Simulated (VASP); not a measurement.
# Ti3N3O in VASP: notebook

Ti3N3O is run at these levels: PBE; tasks: single point.

All numbers are computed with VASP 6.6.1; they aren't measurements. Logs are shortened: lines on timing, memory, paths and dates and some standing lists are left out, and cuts for length are marked.

### 1 The cell of the first run

The cell holds a slab with vacuum, 7 atoms: a = 3.003 Å, b = 3.003 Å, c = 21.554 Å, α = 90.00°, β = 90.00°, γ = 120.00°.

### 2 Single point, PBE

INCAR reads:

```
SYSTEM = Ti3N3O
PREC = Accurate ; ENCUT = 520
EDIFF = 1E-6 ; ISMEAR = 0
SIGMA = 0.1 ; LREAL = .FALSE.
LASPH = .TRUE. ; NELM = 100
ALGO = Normal ; ISIF = 2
LWAVE = .FALSE. ; LCHARG = .FALSE.
LDIPOL = .TRUE. ; IDIPOL = 3
DIPOL = 0.5 0.5 0.358 ; GGA = PE
NBANDS = 38
```

KPOINTS reads:

```
regular mesh
0
G
  9 9 1
  0 0 0
```

POSCAR reads:

```
Ti3N3O
1.0
    3.0028555065      0.0000000000      0.0000000000
   -1.5014277533      2.6005491526      0.0000000000
    0.0000000000      0.0000000000     21.5541471922
N Ti O
3 3 1
Direct
    0.3333333333      0.6666666666      0.1855791354
    0.0000000000      0.0000000000      0.2993308525
    0.6666666667      0.3333333334      0.4147299352
    0.6666666667      0.3333333334      0.2424549940
    0.3333333333      0.6666666666      0.3575097830
   -0.2835010158     -0.1417505079      0.4814873267
    0.3333333333      0.1666666666      0.5244661061
```

Potentials or basis: VASP PAW PBE potentials, release 64 (N, Ti_sv, O).

Started as:

```
$ cat potpaw_PBE.64/N/POTCAR potpaw_PBE.64/Ti_sv/POTCAR potpaw_PBE.64/O/POTCAR > POTCAR
$ mpirun -np 1 vasp_std > vasp.out
```

OUTCAR:

```text
SYSTEM = Ti3N3O
   PREC = Accurate
   ENCUT = 520
   EDIFF = 1E-6
   ISMEAR = 0
   LREAL = .FALSE.
   LASPH = .TRUE.
   NELM = 100
   ISIF = 2
   GGA = PE

 ion  position               nearest neighbor table
   1  0.333  0.667  0.186-   4 2.12   4 2.12   4 2.12
   2  0.000  0.000  0.299-   4 2.12   4 2.12   4 2.12   5 2.14   5 2.14   5 2.14
   3  0.667  0.333  0.415-   6 2.08   6 2.08   5 2.13   5 2.13   5 2.13
   4  0.667  0.333  0.242-   2 2.12   2 2.12   2 2.12   1 2.12   1 2.12   1 2.12
   5  0.333  0.667  0.358-   3 2.13   3 2.13   3 2.13   2 2.14   2 2.14   2 2.14   6 2.85
   6  0.716  0.858  0.481-   7 1.85   7 2.03   7 2.03   3 2.08   3 2.08   5 2.85
   7  0.333  0.167  0.524-   6 1.85   6 2.03   6 2.03

  LATTYP: Found a hexagonal cell.
 ALAT       =     3.0028555065
 C/A-ratio  =     7.1778835663

  Lattice vectors:

 A1 = (   3.0028555065,   0.0000000000,   0.0000000000)
 A2 = (  -1.5014277533,   2.6005491526,   0.0000000000)
 A3 = (   0.0000000000,   0.0000000000,  21.5541471922)

Analysis of symmetry for initial positions (statically):
=====================================================================
 Subroutine PRICEL returns:
 Original cell was already a primitive cell.

 Routine SETGRP: Setting up the symmetry group for a
 hexagonal supercell.

 Subroutine GETGRP returns: Found  2 space group operations
 (whereof  2 operations were pure point group operations)
 out of a pool of 24 trial point group operations.

The static configuration has the point symmetry C_1h.

Analysis of symmetry for dynamics (positions and initial velocities):
=====================================================================
 Subroutine PRICEL returns:
 Original cell was already a primitive cell.

 Routine SETGRP: Setting up the symmetry group for a
 hexagonal supercell.

 Subroutine GETGRP returns: Found  2 space group operations
 (whereof  2 operations were pure point group operations)
 out of a pool of 24 trial point group operations.

The dynamic configuration has the point symmetry C_1h.

 Subroutine INISYM returns: Found  2 space group operations
 (whereof  2 operations are pure point group operations),
 and found     1 'primitive' translations

----------------------------------------------------------------------------------------

                                     Primitive cell

  volume of cell :     168.3179

  direct lattice vectors                    reciprocal lattice vectors
     3.002855506  0.000000000  0.000000000     0.333016357  0.192267083  0.000000000
    -1.501427753  2.600549153  0.000000000     0.000000000  0.384534166  0.000000000
     0.000000000  0.000000000 21.554147192     0.000000000  0.000000000  0.046394784

  length of vectors
     3.002855506  3.002855507 21.554147192     0.384534166  0.384534166  0.046394784

  position of ions in fractional coordinates (direct lattice)
     0.333333333  0.666666667  0.185579135
     0.000000000  0.000000000  0.299330852
     0.666666667  0.333333333  0.414729935
     0.666666667  0.333333333  0.242454994
     0.333333333  0.666666667  0.357509783
     0.716498984  0.858249492  0.481487327
     0.333333333  0.166666667  0.524466106

  ion indices of the primitive-cell ions
   primitive index   ion index
                 1           1
                 2           2
                 3           3
                 4           4
                 5           5
                 6           6
                 7           7

----------------------------------------------------------------------------------------

 KPOINTS: regular mesh

Automatic generation of k-mesh.
 Grid dimensions read from file:
 generate k-points for:    9    9    1

 Generating k-lattice:

  Cartesian coordinates                     Fractional coordinates (reciprocal lattice)
     0.037001817  0.021363009  0.000000000     0.111111111  0.000000000  0.000000000
     0.000000000  0.042726018  0.000000000     0.000000000  0.111111111  0.000000000
     0.000000000  0.000000000  0.046394784     0.000000000  0.000000000  1.000000000

  Length of vectors
     0.042726018  0.042726018  0.046394784

  Shift w.r.t. Gamma in fractional coordinates (k-lattice)
     0.000000000  0.000000000  0.000000000

 Subroutine IBZKPT returns following result:
 ===========================================

 Found     25 irreducible k-points:

 Following reciprocal coordinates:
            Coordinates               Weight
  0.000000  0.000000  0.000000      1.000000
  0.111111  0.000000  0.000000      2.000000
  0.000000  0.111111  0.000000      4.000000
  0.222222 -0.000000  0.000000      2.000000
  0.000000  0.222222  0.000000      4.000000
  0.333333  0.000000  0.000000      2.000000
[... 16 lines left out ...]
 -0.222222 -0.444444  0.000000      4.000000
  0.444444  0.333333  0.000000      4.000000
   k-points           NKPTS =     25   k-points in BZ     NKDIM =     25   number of bands    NBANDS=     38
   number of dos      NEDOS =    301   number of ions     NIONS =      7
   total plane-waves  NPLWV =  92160
   dimension x,y,z NGX =    24 NGY =   24 NGZ =  160
   dimension x,y,z NGXF=    48 NGYF=   48 NGZF=  320
   ions per type =               3   3   1
   NGX,Y,Z   is equivalent  to a cutoff of  13.29, 13.29, 12.34 a.u.
   NGXF,Y,Z  is equivalent  to a cutoff of  26.57, 26.57, 24.68 a.u.
 SYSTEM =  Ti3N3O
   PREC   = accura    normal or accurate (medium, high low for compatibility)
   ISTART =      0    job   : 0-new  1-cont  2-samecut
   ICHARG =      2    charge: 1-file 2-atom 10-const
   ISPIN  =      1    spin polarized calculation?
   LNONCOLLINEAR =      F non collinear calculations
   LSORBIT =      F    spin-orbit coupling
   LASPH  =      T    aspherical Exc in radial PAW
   ENCUT  =  520.0 eV  38.22 Ry    6.18 a.u.   5.58  5.58 40.08*2*pi/ulx,y,z
   NELM   =    100;   NELMIN=  2; NELMDL= -5     # of ELM steps
   EDIFF  = 0.1E-05   stopping-criterion for ELM
   LREAL  =      F    real-space projection
   EDIFFG = 0.1E-04   stopping-criterion for IOM
   NSW    =      0    number of steps for IOM
   IBRION =     -1    ionic relax: 0-MD 1-quasi-New 2-CG
   NFREE  =      0    steps in history (QN), initial steepest desc. (CG)
   ISIF   =      2    stress and relaxation
   ISYM   =      2    0-nonsym 1-usesym 2-fastsym
   POTIM  = 0.5000    time-step for ionic-motion
   TEBEG  =    0.0;   TEEND  =   0.0 temperature during run
   PSTRESS=    0.0 pullay stress
   NELECT =      57.0000    total number of electrons
   NUPDOWN=      -1.0000    fix difference up-down
   EMIN   =  10.00;   EMAX   =-10.00  energy-range for DOS
   EFERMI =   0.00;   METHOD = LEGACY
   ISMEAR =     0;   SIGMA  =   0.10  broadening in eV -4-tet -1-fermi 0-gaus
   EFERMI_NEDOS =   21; number of points for ismear=-14 and -15
   IALGO  =     38    algorithm
   IMIX   =      4    mixing-type and parameters
     AMIX     =   0.40;   BMIX     =  1.00
     AMIX_MAG =   1.60;   BMIX_MAG =  1.00
  volume/ion in A,a.u.               =      24.05       162.27
  Fermi-wavevector in a.u.,A,eV,Ry     =   1.141098  2.156363 17.716214  1.302105
  Thomas-Fermi vector in A             =   2.277799
   LORBIT       =      0    0 simple, 1 ext, 2 COOP (PROOUT), +10 PAW based schemes
   GGA     = PE    functional components
   LHFCALC =     F    Hartree Fock is set to
   AEXX    =    0.0000 exact exchange contribution
   IVDW    =     0    specifies the selected vdW correction
   LEPSILON=     F    determine dielectric tensor
   LRPA    =     F    only Hartree local field effects (RPA)
 non-spin polarized calculation
 Gauss-broadening in eV      SIGMA  =   0.10
  energy-cutoff  :      520.00
  volume of cell :      168.32
 maximum number of plane-waves:      4581
   NGX = 11   NGY = 11   NGZ = 81

 dipolmoment           0.000000      0.000000      0.693727 electrons x Angstroem

 number of electron      57.0000013 magnetization

 dipolmoment           0.000000      0.000000     -0.123280 electrons x Angstroem

 Free energy of the ion-electron system (eV)
  ---------------------------------------------------
  ext. energy  EPLUGINS =         0.00000000
  ---------------------------------------------------
  free energy    TOTEN  =       -63.65029015 eV

  energy without entropy =      -63.62714486  energy(sigma->0) =      -63.63871751

 E-fermi :  -0.2431     XC(G=0):  -5.7344

 val. band max:       -0.2535534965   @ k =   0.0000   0.0000   0.0000
 cond. band min:      -0.2365752062   @ k =  -0.2222   0.4444   0.0000
 fundamental gap:      0.0169782904
 Fermi energy:        -0.2431004007

 k-point     1 :       0.0000    0.0000    0.0000
  band No.  band energies     occupation
      1     -58.4142      2.00000
      2     -57.9243      2.00000
      3     -56.8314      2.00000
      4     -34.7671      2.00000
      5     -34.5887      2.00000
      6     -34.3644      2.00000
[... 30 lines left out ...]
     37       2.1982      0.00000
     38       2.5294      0.00000

 k-point     2 :       0.1111    0.0000    0.0000
  band No.  band energies     occupation
      1     -58.4065      2.00000
      2     -57.9171      2.00000
      3     -56.8243      2.00000
      4     -34.7599      2.00000
      5     -34.6462      2.00000
      6     -34.3770      2.00000
[... 30 lines left out ...]
     37       2.4371      0.00000
     38       2.5224      0.00000

 k-point     3 :       0.0000    0.1111    0.0000
  band No.  band energies     occupation
      1     -58.4066      2.00000
      2     -57.9171      2.00000
      3     -56.8243      2.00000
      4     -34.7540      2.00000
      5     -34.6159      2.00000
      6     -34.4123      2.00000
[... 30 lines left out ...]
     37       2.3471      0.00000
     38       2.6594      0.00000

 k-point     4 :       0.2222   -0.0000    0.0000
  band No.  band energies     occupation
      1     -58.3869      2.00000
      2     -57.8988      2.00000
      3     -56.8063      2.00000
      4     -34.8311      2.00000
      5     -34.6989      2.00000
      6     -34.4088      2.00000
[... 30 lines left out ...]
     37       2.8211      0.00000
     38       2.8504      0.00000
[... 703 lines left out ...]
      4     -35.0372      2.00000
      5     -34.6456      2.00000
      6     -34.5908      2.00000
[... 30 lines left out ...]
     37       2.9277      0.00000
     38       3.1883      0.00000

 k-point    23 :      -0.2222   -0.4444    0.0000
  band No.  band energies     occupation
      1     -58.3443      2.00000
      2     -57.8584      2.00000
      3     -56.7663      2.00000
      4     -34.9043      2.00000
      5     -34.7322      2.00000
      6     -34.6259      2.00000
[... 30 lines left out ...]
     37       3.0120      0.00000
     38       3.2148      0.00000

 k-point    24 :       0.4444    0.3333    0.0000
  band No.  band energies     occupation
      1     -58.3441      2.00000
      2     -57.8584      2.00000
      3     -56.7663      2.00000
      4     -34.9708      2.00000
      5     -34.6763      2.00000
      6     -34.6195      2.00000
[... 30 lines left out ...]
     37       2.9850      0.00000
     38       3.2179      0.00000

 [... further k-points ...]

------------------------ aborting loop because EDIFF is reached ----------------------------------------

 vacuum level on the upper side and lower side of the slab       (xc-potential included)        -1.550         1.238

  FORCE on cell =-STRESS in cart. coord.  units (eV):
  Direction    XX          YY          ZZ          XY          YZ          ZX
  --------------------------------------------------------------------------------------
  -------------------------------------------------------------------------------------
  Total        0.3101015     -2.3030342     -4.2970125      2.2630419     -0.1041689     -0.1804283
  in kB        2.9517804    -21.9220230    -40.9022170     21.5413456     -0.9915583     -1.7174530
  external PRESSURE =     -19.9574866 kB  Pullay stress =       0.0000000 kB

 VOLUME and BASIS-vectors are now :
 -----------------------------------------------------------------------------
  energy-cutoff  :      520.00
  volume of cell :      168.32
      direct lattice vectors                 reciprocal lattice vectors
     3.002855506  0.000000000  0.000000000     0.333016357  0.192267083  0.000000000
    -1.501427753  2.600549153  0.000000000     0.000000000  0.384534166  0.000000000
     0.000000000  0.000000000 21.554147192     0.000000000  0.000000000  0.046394784

 POSITION                                       TOTAL-FORCE (eV/Angst)
 -----------------------------------------------------------------------------------
     -0.00000      1.73370      4.00000        -0.056958     -0.032885      4.279699
      0.00000      0.00000      6.45182        -0.057312     -0.033089      1.439373
      1.50143      0.86685      8.93915        -0.014889     -0.008596     -0.131492
      1.50143      0.86685      5.22591         0.006023      0.003477     -5.418496
     -0.00000      1.73370      7.70582         0.252604      0.145841     -0.205465
      0.86294      2.23192     10.37805        -0.038606     -0.022289     -0.030059
      0.75071      0.43342     11.30442        -0.090861     -0.052459      0.066439
 -----------------------------------------------------------------------------------
    total drift:                               -0.000178     -0.000102     -0.000598

  FREE ENERGIE OF THE ION-ELECTRON SYSTEM (eV)
  ---------------------------------------------------
  free  energy   TOTEN  =       -63.6502901505 eV

  energy  without entropy=      -63.6271448640  energy(sigma->0) =      -63.63871751

 vacuum level on the upper side and lower side of the slab         4.885         7.743
```

It took 2.5 min on 1 thread of Intel Xeon 6975P-C (Granite Rapids), shared host; peak memory 0.36 GiB.

What came out:

```
Free energy            : -63.6503 eV
Largest force          : 5.419 eV/Å
Band gap on the k mesh : zero (an odd number of electrons rules out a gap without spin polarisation)
```

Forces on the atoms (eV/Å):
```
N   -0.057 -0.033  4.280
N   -0.057 -0.033  1.439
N   -0.015 -0.009 -0.131
Ti   0.006  0.003 -5.418
Ti   0.253  0.146 -0.205
Ti  -0.039 -0.022 -0.030
O   -0.091 -0.052  0.066
```

Caveat: an odd number of electrons without spin polarisation forces a metal; a magnetic or distorted state may lie lower.

[end of part 1 of 2]
